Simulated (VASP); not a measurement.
A run of VASP 6.6.1:

The input POSCAR:

```
Ti3As
1.0
    5.0217650000      0.0000000000      0.0000000000
    0.0000000000      5.0217650000      0.0000000000
    0.0000000000      0.0000000000      5.0217650000
Ti As
6 2
Direct
    0.5000000000      0.2500000000      0.0000000000
    0.5000000000      0.7500000000      0.0000000000
    0.2500000000      0.0000000000      0.5000000000
    0.7500000000      0.0000000000      0.5000000000
    0.0000000000      0.5000000000      0.2500000000
    0.0000000000      0.5000000000      0.7500000000
    0.5000000000      0.5000000000      0.5000000000
    0.0000000000      0.0000000000      0.0000000000
```

The input INCAR.step1:

```
PREC = Accurate
ENCUT = 550
ISMEAR = 0
SIGMA = 0.1
LREAL = F
LASPH = T
NELM = 120
NBANDS = 51
GGA = PE
ALGO = Normal
EDIFF = 1E-5
LWAVE = T
LCHARG = F
GGA_COMPAT = F
```

INCAR.step2

```
PREC = Accurate
ENCUT = 550
EDIFF = 1E-6
ISMEAR = 0
SIGMA = 0.1
LREAL = F
LASPH = T
NELM = 120
ALGO = Normal
ISIF = 2
LWAVE = F
LCHARG = T
METAGGA = R2SCAN
LMIXTAU = T
LELF = T
LVHAR = T
NBANDS = 51
ISTART = 1
GGA_COMPAT = F
```

The input KPOINTS:

```
Automatic mesh
0
Gamma
  4 4 4
```

Potentials or basis: VASP PAW PBE potentials, release 64 (Ti_sv, As).

Launch:

```bash
$ cat potpaw_PBE.64/Ti_sv/POTCAR potpaw_PBE.64/As/POTCAR > POTCAR
$ cp INCAR.step1 INCAR
$ mpirun -np 1 vasp_std > vasp.out
$ cp INCAR.step2 INCAR
$ mpirun -np 1 vasp_std > vasp.out
```

Hardware: 1 thread of Oxide Virtual Turin-like Processor, with other jobs on the host.

Task: How long does it take, and how much memory?

Result: It took 8 min on 1 thread of Oxide Virtual Turin-like Processor (shared host), peak memory 0.24 GiB. Counts: k points 10.
